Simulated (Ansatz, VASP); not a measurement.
**HfN in VASP and in Ansatz**

```
CELL_PARAMETERS angstrom
0.00000 2.29641 2.29641
2.29641 0.00000 2.29641
2.29641 2.29641 0.00000
ATOMIC_POSITIONS crystal
Hf 0.00000 0.00000 0.00000
N 0.50000 0.50000 0.50000
```

Alike in both runs: task single point; functional PBE; k mesh 16 × 16 × 16; occupations gaussian, width 0.1 eV; no spin polarisation.

|  | VASP | Ansatz |
| --- | --- | --- |
| version | VASP 6.6.1 | Ansatz 0.2.0 |
| potentials or method | VASP PAW PBE potentials, release 64 (Hf_pv, N), cutoff 520 eV | scalar-relativistic, plane waves, PAW |
| valence electrons in the cell | 15 | 31 |

Ansatz gave:

- gap on the k mesh at the Fermi level (eV): none
- pressure (GPa): -7.3

Question: What did VASP give for the same quantities?

Answer: gap on the k mesh at the Fermi level (eV): none; pressure (GPa): -9.6.

A gap of «none» marks a metal or a gap that the smearing closes. The functional is the same, so the differences come from potentials, cutoffs and numerics. VASP's potentials hold 15 valence electrons a cell and Ansatz's 31, so a difference there can come from the potentials and not from the codes.

Spin-orbit coupling is off throughout.
